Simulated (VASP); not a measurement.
# Pd (P6_3/mmc) in VASP: a series of runs, part 2 of 2

VASP 6.6.1. Earlier steps stand in the parts before.

## 4. Single point, revPBE (16.33 Å³/atom)

This run uses another cell than the first one, of 16.33 Å³/atom.

Contents of INCAR:

```
  PREC = Accurate
  ENCUT = 520
  EDIFF = 1E-6
  ISMEAR = -1
  SIGMA = 0.1
  LREAL = False
  LASPH = True
  NELM = 60
  ALGO = Normal
  ISIF = 2
  LWAVE = False
  LCHARG = False
  GGA = RE
  NBANDS = 28
```

Contents of KPOINTS:

```
Automatic mesh
0
Gamma
  15 15 4
```

Contents of POSCAR:

```
Pd
1.0
    2.8394911557      0.0000000000      0.0000000000
   -1.4197455779      2.4590714747      0.0000000000
    0.0000000000      0.0000000000      9.3575569513
Pd
4
Direct
    1.0000000000      1.0000000000      0.0000000000
    1.0000000000      1.0000000000      0.5000000000
    0.3333333333      0.6666666667      0.2500000000
    0.6666666667      0.3333333333      0.7500000000
```

Potentials or basis: VASP PAW PBE potentials, release 64 (Pd).

Command:

```sh
> cat potpaw_PBE.64/Pd/POTCAR > POTCAR
> mpirun -np 1 vasp_std > vasp.out
```

OUTCAR:

```text
PREC = Accurate
   ENCUT = 520
   EDIFF = 1E-6
   ISMEAR = -1
   LREAL = False
   LASPH = True
   NELM = 60
   ISIF = 2
   GGA = RE

 ion  position               nearest neighbor table
   1  0.000  0.000  0.000-   3 2.86   4 2.86   4 2.86   3 2.86   4 2.86   3 2.86
   2  0.000  0.000  0.500-   3 2.86   4 2.86   4 2.86   3 2.86   4 2.86   3 2.86
   3  0.333  0.667  0.250-   1 2.86   2 2.86   1 2.86   2 2.86   1 2.86   2 2.86
   4  0.667  0.333  0.750-   1 2.86   2 2.86   1 2.86   2 2.86   1 2.86   2 2.86

  LATTYP: Found a hexagonal cell.
 ALAT       =     2.8394911557
 C/A-ratio  =     3.2955048768

  Lattice vectors:

 A1 = (   2.8394911557,   0.0000000000,   0.0000000000)
 A2 = (  -1.4197455779,   2.4590714747,   0.0000000000)
 A3 = (   0.0000000000,   0.0000000000,   9.3575569513)

Analysis of symmetry for initial positions (statically):
=====================================================================
 Subroutine PRICEL returns:
 Original cell was already a primitive cell.

 Routine SETGRP: Setting up the symmetry group for a
 hexagonal supercell.

 Subroutine GETGRP returns: Found 24 space group operations
 (whereof 12 operations were pure point group operations)
 out of a pool of 24 trial point group operations.

The static configuration has the point symmetry D_3d.
 The point group associated with its full space group is D_6h.

Analysis of symmetry for dynamics (positions and initial velocities):
=====================================================================
 Subroutine PRICEL returns:
 Original cell was already a primitive cell.

 Routine SETGRP: Setting up the symmetry group for a
 hexagonal supercell.

 Subroutine GETGRP returns: Found 24 space group operations
 (whereof 12 operations were pure point group operations)
 out of a pool of 24 trial point group operations.

The dynamic configuration has the point symmetry D_3d.
 The point group associated with its full space group is D_6h.
[... 115 lines left out ...]
   NUPDOWN=      -1.0000    fix difference up-down
   EMIN   =  10.00;   EMAX   =-10.00  energy-range for DOS
   EFERMI =   0.00;   METHOD = LEGACY
   ISMEAR =    -1;   SIGMA  =   0.10  broadening in eV -4-tet -1-fermi 0-gaus
   EFERMI_NEDOS =   21; number of points for ismear=-14 and -15
   IALGO  =     38    algorithm
   IMIX   =      4    mixing-type and parameters
     AMIX     =   0.40;   BMIX     =  1.00
     AMIX_MAG =   1.60;   BMIX_MAG =  1.00
  volume/ion in A,a.u.               =      16.33       110.23
  Fermi-wavevector in a.u.,A,eV,Ry     =   1.390070  2.626852 26.290477  1.932296
  Thomas-Fermi vector in A             =   2.514041
   LORBIT       =      0    0 simple, 1 ext, 2 COOP (PROOUT), +10 PAW based schemes
   GGA     = RE    functional components
   LHFCALC =     F    Hartree Fock is set to
   AEXX    =    0.0000 exact exchange contribution
   IVDW    =     0    specifies the selected vdW correction
   LEPSILON=     F    determine dielectric tensor
   LRPA    =     F    only Hartree local field effects (RPA)
 non-spin polarized calculation
  energy-cutoff  :      520.00
  volume of cell :       65.34
 maximum number of plane-waves:      1778
 NGX is ok and might be reduce to    24
   NGX = 11   NGY = 11   NGZ = 35

 number of electron      39.9999983 magnetization

 Free energy of the ion-electron system (eV)
  ---------------------------------------------------
  ext. energy  EPLUGINS =         0.00000000
  ---------------------------------------------------
  free energy    TOTEN  =       -19.03881550 eV

  energy without entropy =      -18.75759847  energy(sigma->0) =      -18.89820699

 E-fermi :   8.2680     XC(G=0): -12.4728

 val. band max:        8.2660704773   @ k =   0.2000   0.0000   0.0000
 cond. band min:       8.2704509404   @ k =   0.4000   0.0000   0.2500
 fundamental gap:      0.0043804631
 Fermi energy:         8.2679537817

 k-point     1 :       0.0000    0.0000    0.0000
  band No.  band energies     occupation
      1       1.8906      2.00000
      2       3.4488      2.00000
      3       3.4544      2.00000
      4       3.6990      2.00000
      5       5.7917      2.00000
      6       5.8023      2.00000
[... 733 lines left out ...]
     27      17.2442      0.00000
     28      19.0199      0.00000

 [... further k-points ...]
[... 5 lines left out ...]
  --------------------------------------------------------------------------------------
  -------------------------------------------------------------------------------------
  Total       -2.2270407     -2.2270407     -2.3010269      0.0000000      0.0000000      0.0000000
  in kB      -54.6090461    -54.6090461    -56.4232531      0.0000000      0.0000000      0.0000000
  external PRESSURE =     -55.2137818 kB  Pullay stress =       0.0000000 kB

 VOLUME and BASIS-vectors are now :
 -----------------------------------------------------------------------------
  energy-cutoff  :      520.00
  volume of cell :       65.34
      direct lattice vectors                 reciprocal lattice vectors
     2.839491156  0.000000000  0.000000000     0.352175776  0.203328779  0.000000000
    -1.419745578  2.459071475  0.000000000     0.000000000  0.406657558  0.000000000
     0.000000000  0.000000000  9.357556951     0.000000000  0.000000000  0.106865500

 POSITION                                       TOTAL-FORCE (eV/Angst)
 -----------------------------------------------------------------------------------
      0.00000      0.00000      0.00000         0.000000      0.000000     -0.000000
      0.00000      0.00000      4.67878         0.000000      0.000000     -0.000000
     -0.00000      1.63938      2.33939         0.000000     -0.000000      0.000000
      1.41975      0.81969      7.01817        -0.000000      0.000000     -0.000000
 -----------------------------------------------------------------------------------
    total drift:                               -0.000000      0.000000      0.000000

  FREE ENERGIE OF THE ION-ELECTRON SYSTEM (eV)
  ---------------------------------------------------
  free  energy   TOTEN  =       -19.0388155005 eV

  energy  without entropy=      -18.7575984735  energy(sigma->0) =      -18.89820699
```

OSZICAR:

```text
N       E                     dE             d eps       ncg     rms          rms(c)
DAV:   1     0.258177417472E+03    0.25818E+03   -0.20116E+04  4536   0.138E+03
DAV:   2    -0.133034786638E+02   -0.27148E+03   -0.25824E+03  4720   0.315E+02
DAV:   3    -0.198074526769E+02   -0.65040E+01   -0.63550E+01  5132   0.522E+01
DAV:   4    -0.198677638905E+02   -0.60311E-01   -0.60251E-01  4948   0.483E+00
DAV:   5    -0.198687748290E+02   -0.10109E-02   -0.10109E-02  4964   0.692E-01    0.113E+01
DAV:   6    -0.190662263440E+02    0.80255E+00   -0.25323E+00  4908   0.123E+01    0.582E+00
DAV:   7    -0.190771431898E+02   -0.10917E-01   -0.24071E-01  4840   0.377E+00    0.342E+00
DAV:   8    -0.192457693263E+02   -0.16863E+00   -0.18418E+00  4800   0.106E+01    0.472E+00
DAV:   9    -0.190395377317E+02    0.20623E+00   -0.66032E-01  4760   0.724E+00    0.313E-01
DAV:  10    -0.190388855533E+02    0.65218E-03   -0.10700E-02  4868   0.705E-01    0.102E-01
DAV:  11    -0.190388494158E+02    0.36137E-04   -0.10986E-04  5020   0.769E-02    0.790E-02
DAV:  12    -0.190388139814E+02    0.35434E-04   -0.10371E-04  4956   0.710E-02    0.174E-02
DAV:  13    -0.190388152640E+02   -0.12827E-05   -0.15935E-05  5000   0.280E-02    0.103E-02
DAV:  14    -0.190388155005E+02   -0.23643E-06   -0.38365E-06  3280   0.136E-02
   1 F= -.19038816E+02 E0= -.18898207E+02  d E =-.281217E+00
```

stdout:

```text
POSCAR found type information on POSCAR Pd
 POSCAR found :  1 types and       4 ions
 scaLAPACK will be used
 -----------------------------------------------------------------------------
|                                                                             |
|                                                                             |
|     You enforced a specific xc type in the INCAR file but a different       |
|     I HOPE YOU KNOW WHAT YOU ARE DOING!                                     |
|                                                                             |
 -----------------------------------------------------------------------------

 LDA part: xc-table for (Slater+PW92), standard interpolation
 POSCAR, INCAR and KPOINTS ok, starting setup
 FFT: planning ... GRIDC
 FFT: planning ... GRID_SOFT
 FFT: planning ... GRID
 WAVECAR not read
 entering main loop
```

It took 3 min on 1 thread of Intel Xeon 8259CL, shared host; peak memory 0.25 GiB.

Results:

```
Free energy            : -19.0388 eV
Pressure               : -5.5 GPa
Band gap on the k mesh : zero (bands 20 and 21 overlap by 0.78 eV)
```

Caveat: the cell stands under tension; the PAW data sets were made with another functional, which shifts forces and pressure a little.

## 5. Single point, revPBE (16.96 Å³/atom)

This run uses another cell than the first one, of 16.96 Å³/atom.

Contents of INCAR:

```
PREC = Accurate
ENCUT = 520
EDIFF = 1E-7
ISMEAR = -1
SIGMA = 0.1
LREAL = F
LASPH = T
NELM = 100
ALGO = Normal
ISIF = 2
LWAVE = F
LCHARG = F
GGA = RE
NBANDS = 28
```

Contents of KPOINTS:

```
regular mesh
0
Gamma
  15 15 4
```

Contents of POSCAR:

```
Pd
1.0
    2.8754378978      0.0000000000      0.0000000000
   -1.4377189489      2.4902022665      0.0000000000
    0.0000000000      0.0000000000      9.4760196151
Pd
4
Direct
    1.0000000000      1.0000000000      0.0000000000
    1.0000000000      1.0000000000      0.5000000000
    0.3333333333      0.6666666667      0.2500000000
    0.6666666667      0.3333333333      0.7500000000
```

Command:

```sh
> cat potpaw_PBE.64/Pd/POTCAR > POTCAR
> mpirun -np 1 vasp_std > vasp.out
```

It took 3 min on 1 thread of Intel Xeon 8259CL, shared host; peak memory 0.26 GiB.

Results (log left out):

```
Free energy            : -18.9206 eV
Pressure               : -9.5 GPa
Band gap on the k mesh : zero (bands 20 and 21 overlap by 0.73 eV)
```

Stress tensor (GPa, compression positive):
```
-9.48  0.00  0.00
 0.00 -9.48  0.00
 0.00  0.00 -9.62
```

Levels at points of the mesh, in eV from the Fermi level:
```tsv
k point	band 17	band 18	band 19	band 20	band 21	band 22	band 23	band 24
(0.00, 0.00, 0.00)	-1.24	-0.87	-0.87	-0.60	-0.60	-0.14	-0.14	1.24
(0.00, 0.00, 0.50)	-1.06	-1.06	-0.56	-0.56	-0.33	-0.33	-0.33	-0.33
```

Caveat: the cell stands under tension; the PAW data sets were made with another functional, which shifts forces and pressure a little.

## 6. The runs side by side

```csv
cell,gap on the mesh (eV),pressure (GPa)
"a = 2.765, b = 2.765, c = 9.111 Å, angles 90.0, 90.0, 120.0°, 4 atoms",none,6.6
"a = 2.803, b = 2.803, c = 9.236 Å, angles 90.0, 90.0, 120.0°, 4 atoms",none,-0.3
"a = 2.839, b = 2.839, c = 9.358 Å, angles 90.0, 90.0, 120.0°, 4 atoms",none,-5.5
"a = 2.875, b = 2.875, c = 9.476 Å, angles 90.0, 90.0, 120.0°, 4 atoms",none,-9.5
```

Alike in all rows: task single point; level revPBE; potentials or basis VASP PAW PBE potentials, release 64 (Pd); no spin polarisation; k mesh 15 × 15 × 4; cutoff (eV) 520; smearing fermi-dirac 0.1 eV.

Caveats: the PAW data sets were made with another functional, which shifts forces and pressure a little; the cell stands under tension (at least some runs); the cell stands under pressure (at least some runs).

Total energies depend on the potentials used, so only differences within one code and one set of settings carry meaning.
